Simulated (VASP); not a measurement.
The system is CuO.

```
Cu O
1.0
     4.16094    0.00000    0.00000
     0.00000    4.16094    0.00000
     0.00000    0.00000    3.88764
Cu O
3 3
Direct
  0.50000 0.00000 0.50000
  0.00000 0.50000 0.50000
  0.00000 0.00000 0.00000
  0.00000 0.00000 0.50000
  0.50000 0.00000 0.00000
  0.00000 0.50000 0.00000
```

```yaml
Program: VASP 6.6.1
Task: relaxation of cell and atoms
Functional: PBEsol
Potentials_or_basis: VASP PAW PBE potentials, release 64 (Cu, O)
Cutoff: 600 eV
k_mesh: 7 × 7 × 7
Occupations: fermi-dirac, width 0.05 eV
Spin: no spin polarisation
```

At the start: pressure -5.0 GPa; volume 11.22 Å³/atom.

Question: Where does the relaxation end?

Answer: Over 7 steps the energy falls by 6.0 meV/atom and the volume is 10.83 Å³/atom (-3.5 %); space group P4/mmm (No. 123, to 0.05 Å).

The path:
```
step  energy change (eV)  largest force (eV/Å)  pressure (GPa)  volume (Å³)
   1              0.0000                0.0000           -5.02        67.31
   2             -0.0138                0.0000            4.00        63.94
   3             -0.0343                0.0000           -0.20        65.37
   4             -0.0343                0.0000           -0.10        65.33
   5             -0.0353                0.0000           -0.01        65.20
   6             -0.0358                0.0000            0.12        64.88
   7             -0.0359                0.0000            0.07        64.96
```

Final structure:
```yaml
crystal:
  lattice:
    - [4.10802, 0.00000, 0.00000]
    - [0.00000, 4.10802, 0.00000]
    - [0.00000, 0.00000, 3.84933]
  atoms:
    - { symbol: Cu, position: [0.50000, 0.00000, 0.50000] }
    - { symbol: Cu, position: [0.00000, 0.50000, 0.50000] }
    - { symbol: Cu, position: [0.00000, 0.00000, 0.00000] }
    - { symbol: O, position: [0.00000, 0.00000, 0.50000] }
    - { symbol: O, position: [0.50000, 0.00000, 0.00000] }
    - { symbol: O, position: [0.00000, 0.50000, 0.00000] }
```

Caveat: the PAW data sets were made with another functional, which shifts forces and pressure a little; an odd number of electrons without spin polarisation forces a metal; a magnetic or distorted state may lie lower.
